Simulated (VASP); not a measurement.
A run of VASP 6.6.1:

File INCAR:

```
SYSTEM = K
  PREC = Accurate
  ENCUT = 520
  EDIFF = 1E-7
  ISMEAR = -1
  SIGMA = 0.1
  LREAL = .FALSE.
  LASPH = .TRUE.
  NELM = 150
  ALGO = Normal
  ISIF = 2
  LWAVE = .FALSE.
  LCHARG = .FALSE.
  ISPIN = 2
  MAGMOM = 0.5
  LORBIT = 11
  GGA = B5
  ALDAX = 1.0
  AGGAX = 1.0
  AGGAC = 1.0
  ALDAC = 0.0
  IVDW = 12
  VDW_S6 = 1.0
  VDW_S8 = 2.6996
  VDW_A1 = 0.4298
  VDW_A2 = 4.2359
  NBANDS = 14
```

The input KPOINTS:

```
regular mesh
0
G
  7 7 7
  0 0 0
```

Contents of POSCAR:

```
K
1.0
   -2.7330567785      2.7330567785      2.7330567785
    2.7330567785     -2.7330567785      2.7330567785
    2.7330567785      2.7330567785     -2.7330567785
K
1
Direct
    0.0000000000      0.0000000000      0.0000000000
```

Potentials or basis: VASP PAW PBE potentials, release 64 (K_sv).

The run is started by

```bash
$ cat potpaw_PBE.64/K_sv/POTCAR > POTCAR
$ mpirun -np 1 vasp_std > vasp.out
```

Hardware: 1 thread of AMD EPYC 7R13, with other jobs on the host.

Question: Estimate the wall time of this run.

Answer: Wall time 2.4 min on 1 thread of AMD EPYC 7R13 (shared host), peak memory 0.22 GiB. Counts: scf iterations 16, k points 20.
